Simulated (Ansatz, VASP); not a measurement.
One calculation of TaN, two programs

```
Ta N
1.0
     0.00000    2.49114    2.49114
     4.98229    2.49114    2.49114
     4.98229    4.98229    0.00000
Ta N
2 2
Direct
  0.00000 0.00000 0.00000
  0.00000 0.00000 0.50000
  0.25000 0.25000 0.00000
  0.25000 0.25000 0.50000
```

Alike in both runs: task single point; functional LDA; k mesh 7 × 7 × 7; occupations gaussian, width 0.05 eV; collinear spin; Hubbard terms Ta d U = 8.0 eV.

|  | VASP | Ansatz |
| --- | --- | --- |
| version | VASP 6.6.1 | Ansatz 0.2.0 |
| potentials or method | VASP PAW LDA potentials, release 64 (Ta_pv, N), cutoff 520 eV | scalar-relativistic, plane waves, PAW |
| valence electrons in the cell | 32 | 36 |

```tsv
	VASP	Ansatz	Ansatz less VASP
gap on the k mesh at the Fermi level (eV)	none	none	-
pressure (GPa)	-20.8	-3.2	+17.59
net moment per atom (μB)	0.11	1.00	+0.893
size of the moment on the site where the two differ most (μB)	0.17	0.99	+0.820
```

The net moments are unlike, so the other rows may belong to different states. LDA's correlation is that of Perdew and Zunger in VASP and of Perdew and Wang (1992) in Ansatz. Site moments also hang on the region over which each program counts them. The programs project onto different local orbitals, so the same U acts differently, and such runs can settle in different states. A gap of «none» marks a metal or a gap that the smearing closes. VASP's potentials hold 32 valence electrons a cell and Ansatz's 36, so a difference there can come from the potentials and not from the codes. Ansatz's warnings: filled band counts differ across k points.

Neither program's run includes spin-orbit coupling.
